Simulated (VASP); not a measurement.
# BeCr2 (P6/mmm) in VASP: a series of runs, part 2 of 2

VASP 6.6.1. The steps go on from the part before.

## Step 5: Single point, r2SCAN

Contents of POSCAR:

```
BeCr2
1.0
    3.9720357091      0.0000000000      0.0000000000
   -1.9860178545      3.4398838288      0.0000000000
    0.0000000000      0.0000000000      2.3373324304
Be Cr
1 2
Direct
    0.0000000000      0.0000000000      0.0000000000
    0.3333333333      0.6666666667      0.5000000000
    0.6666666667      0.3333333333      0.5000000000
```

Contents of INCAR.step1:

```
SYSTEM = BeCr2
PREC = Accurate
ENCUT = 520
ISMEAR = 0
SIGMA = 0.1
LREAL = .FALSE.
LASPH = .TRUE.
NELM = 100
NBANDS = 20
GGA = PE
ALGO = Normal
EDIFF = 1E-4
LWAVE = .TRUE.
LCHARG = .FALSE.
```

Contents of INCAR.step2:

```
SYSTEM = BeCr2
PREC = Accurate
ENCUT = 520
EDIFF = 1E-6
ISMEAR = 0
SIGMA = 0.1
LREAL = .FALSE.
LASPH = .TRUE.
NELM = 100
ALGO = Normal
ISIF = 2
LWAVE = .FALSE.
LCHARG = .TRUE.
METAGGA = R2SCAN
LMIXTAU = .TRUE.
LELF = .TRUE.
LVHAR = .TRUE.
NBANDS = 20
ISTART = 1
```

Contents of KPOINTS:

```
regular mesh
0
G
  12 12 20
  0 0 0
```

Potentials or basis: VASP PAW PBE potentials, release 64 (Be, Cr_pv).

The run is started by

```sh
cat potpaw_PBE.64/Be/POTCAR potpaw_PBE.64/Cr_pv/POTCAR > POTCAR
cp INCAR.step1 INCAR
mpirun -np 1 vasp_std > vasp.out
cp INCAR.step2 INCAR
mpirun -np 1 vasp_std > vasp.out
```

OUTCAR:

```text
SYSTEM = BeCr2
   PREC = Accurate
   ENCUT = 520
   EDIFF = 1E-6
   ISMEAR = 0
   LREAL = .FALSE.
   LASPH = .TRUE.
   NELM = 100
   ISIF = 2
   METAGGA = R2SCAN
   ISTART = 1

 ion  position               nearest neighbor table
   1  0.000  0.000  0.000-   2 2.57   3 2.57   2 2.57   3 2.57   2 2.57   2 2.57   3 2.57   3 2.57
                             3 2.57   3 2.57   2 2.57   2 2.57
   2  0.333  0.667  0.500-   3 2.29   3 2.29   3 2.29   1 2.57   1 2.57   1 2.57   1 2.57   1 2.57
                             1 2.57
   3  0.667  0.333  0.500-   2 2.29   2 2.29   2 2.29   1 2.57   1 2.57   1 2.57   1 2.57   1 2.57
                             1 2.57

  LATTYP: Found a hexagonal cell.
 ALAT       =     3.9720357091
 C/A-ratio  =     0.5884469833

  Lattice vectors:

 A1 = (   3.9720357091,   0.0000000000,   0.0000000000)
 A2 = (  -1.9860178545,   3.4398838288,   0.0000000000)
 A3 = (   0.0000000000,   0.0000000000,   2.3373324304)

Analysis of symmetry for initial positions (statically):
=====================================================================
 Subroutine PRICEL returns:
 Original cell was already a primitive cell.

 Routine SETGRP: Setting up the symmetry group for a
 hexagonal supercell.

 Subroutine GETGRP returns: Found 24 space group operations
 (whereof 24 operations were pure point group operations)
 out of a pool of 24 trial point group operations.

The static configuration has the point symmetry D_6h.

Analysis of symmetry for dynamics (positions and initial velocities):
=====================================================================
 Subroutine PRICEL returns:
 Original cell was already a primitive cell.

 Routine SETGRP: Setting up the symmetry group for a
 hexagonal supercell.

 Subroutine GETGRP returns: Found 24 space group operations
 (whereof 24 operations were pure point group operations)
 out of a pool of 24 trial point group operations.

[... 119 lines left out ...]
   IALGO  =     38    algorithm
   IMIX   =      4    mixing-type and parameters
     AMIX     =   0.40;   BMIX     =  1.00
     AMIX_MAG =   1.60;   BMIX_MAG =  1.00
  volume/ion in A,a.u.               =      10.65        71.84
  Fermi-wavevector in a.u.,A,eV,Ry     =   1.528646  2.888721 31.793514  2.336757
  Thomas-Fermi vector in A             =   2.636376
   LORBIT       =      0    0 simple, 1 ext, 2 COOP (PROOUT), +10 PAW based schemes
   METAGGA = R2SCAN    functional components
   LHFCALC =     F    Hartree Fock is set to
   AEXX    =    0.0000 exact exchange contribution
   IVDW    =     0    specifies the selected vdW correction
   LEPSILON=     F    determine dielectric tensor
   LRPA    =     F    only Hartree local field effects (RPA)
 non-spin polarized calculation
 Gauss-broadening in eV      SIGMA  =   0.10
  energy-cutoff  :      520.00
  volume of cell :       31.94
 maximum number of plane-waves:       891
 NGX is ok and might be reduce to    30
   NGX = 15   NGY = 15   NGZ =  9

 number of electron      26.0000015 magnetization

 Free energy of the ion-electron system (eV)
  ---------------------------------------------------
  ext. energy  EPLUGINS =         0.00000000
  ---------------------------------------------------
  free energy    TOTEN  =       -33.35890386 eV

  energy without entropy =      -33.34202047  energy(sigma->0) =      -33.35046216

 E-fermi :   9.5848     XC(G=0): -13.7784

 val. band max:        9.5826146809   @ k =   0.2500   0.0833   0.5000
 cond. band min:       9.5897233738   @ k =   0.1667   0.1667   0.3000
 fundamental gap:      0.0071086930
 Fermi energy:         9.5848129153

 k-point     1 :       0.0000    0.0000    0.0000
  band No.  band energies     occupation
      1     -35.5208      2.00000
      2     -35.5208      2.00000
      3     -34.7165      2.00000
      4     -34.7037      2.00000
      5     -34.7037      2.00000
      6     -34.5470      2.00000
[... 541 lines left out ...]
     19      12.0838      0.00000
     20      13.1665      0.00000

 [... further k-points ...]

------------------------ aborting loop because EDIFF is reached ----------------------------------------

  FORCE on cell =-STRESS in cart. coord.  units (eV):
  Direction    XX          YY          ZZ          XY          YZ          ZX
  --------------------------------------------------------------------------------------
  -------------------------------------------------------------------------------------
  Total        0.1685362      0.1685362      0.1083680      0.0000000      0.0000000     -0.0000000
  in kB        8.4552487      8.4552487      5.4366866      0.0000000      0.0000000     -0.0000000
  external PRESSURE =       7.4490613 kB  Pullay stress =       0.0000000 kB

 VOLUME and BASIS-vectors are now :
 -----------------------------------------------------------------------------
  energy-cutoff  :      520.00
  volume of cell :       31.94
      direct lattice vectors                 reciprocal lattice vectors
     3.972035709  0.000000000  0.000000000     0.251760073  0.145353746  0.000000000
    -1.986017855  3.439883829  0.000000000     0.000000000  0.290707492  0.000000000
     0.000000000  0.000000000  2.337332430     0.000000000  0.000000000  0.427838157

 POSITION                                       TOTAL-FORCE (eV/Angst)
 -----------------------------------------------------------------------------------
      0.00000      0.00000      0.00000        -0.000000      0.000000      0.000000
     -0.00000      2.29326      1.16867         0.000000     -0.000000      0.000000
      1.98602      1.14663      1.16867        -0.000000      0.000000      0.000000
 -----------------------------------------------------------------------------------
    total drift:                               -0.000000      0.000000      0.000000

  FREE ENERGIE OF THE ION-ELECTRON SYSTEM (eV)
  ---------------------------------------------------
  free  energy   TOTEN  =       -33.3589038556 eV

  energy  without entropy=      -33.3420204662  energy(sigma->0) =      -33.35046216
```

OUTCAR.step1:

```text
SYSTEM = BeCr2
   PREC = Accurate
   ENCUT = 520
   ISMEAR = 0
   LREAL = .FALSE.
   LASPH = .TRUE.
[... 781 lines left out ...]
      0.00000      0.00000      0.00000        -0.000000      0.000000      0.000000
     -0.00000      2.29326      1.16867        -0.000000      0.000000      0.000000
      1.98602      1.14663      1.16867         0.000000     -0.000000      0.000000
 -----------------------------------------------------------------------------------
    total drift:                               -0.000000      0.000000      0.000000

  FREE ENERGIE OF THE ION-ELECTRON SYSTEM (eV)
  ---------------------------------------------------
  free  energy   TOTEN  =       -22.1652291585 eV

  energy  without entropy=      -22.1467342755  energy(sigma->0) =      -22.15598172
```

It took 3.1 min on 1 thread of Intel Xeon 6975P-C (Granite Rapids), shared host; peak memory 0.24 GiB.

What came out:

| Quantity | Value |
| --- | --- |
| Free energy | -33.3589 eV |
| Pressure | 0.7 GPa |
| Band gap on the k mesh | zero (bands 13 and 14 overlap by 1.46 eV) |

Stress tensor (GPa, compression positive):
```
0.85 0.00 0.00
0.00 0.85 0.00
0.00 0.00 0.54
```

Levels at points of the mesh, in eV from the Fermi level:
```
           k point  band 9  band 10  band 11  band 12  band 13  band 14  band 15  band 16  band 17  band 18
(0.00, 0.00, 0.00)   -3.36    -3.36    -2.24    -1.32    -1.32     1.07     1.07     2.40     2.40     3.57
(0.50, 0.00, 0.00)   -3.40    -2.85    -2.73    -2.34    -0.81     0.88     1.20     1.29     2.06     2.09
(0.00, 0.00, 0.50)   -3.32    -2.25    -1.05    -1.05    -0.46    -0.46    -0.21    -0.21     3.23     3.41
(0.50, 0.00, 0.50)   -3.28    -2.63    -1.45    -1.35    -0.75     0.36     1.95     2.75     3.09     3.59
```

Caveat: the PAW data sets were made with another functional, which shifts forces and pressure a little; the run has no spin polarisation, though such a crystal can be magnetic.

## Step 6: The runs side by side

```csv
task,cell,k mesh,cutoff (eV),gap on the mesh (eV),pressure (GPa)
single point,"a = 3.975, b = 3.975, c = 2.332 Å, angles 90.0, 90.0, 120.0°, 3 atoms",6 × 6 × 6,520,none,0.8
relaxation of cell and atoms,"relaxed from a = 3.145, b = 3.145, c = 3.396 Å, angles 90.0, 90.0, 120.0°, 3 atoms",6 × 6 × 6,600,none,-0.1
single point,"a = 3.972, b = 3.972, c = 2.337 Å, angles 90.0, 90.0, 120.0°, 3 atoms",12 × 12 × 20,520,none,0.7
```

Alike in all rows: level r2SCAN; potentials or basis VASP PAW PBE potentials, release 64 (Be, Cr_pv); no spin polarisation; smearing gaussian 0.1 eV.

Caveats: some runs use coarse meshes; the PAW data sets were made with another functional, which shifts forces and pressure a little; the run has no spin polarisation, though such a crystal can be magnetic; a cell axis changed by over 15 % at a fixed basis, so the end point is rough (at least some runs).

Absolute energies hang on the potentials; compare differences alone.
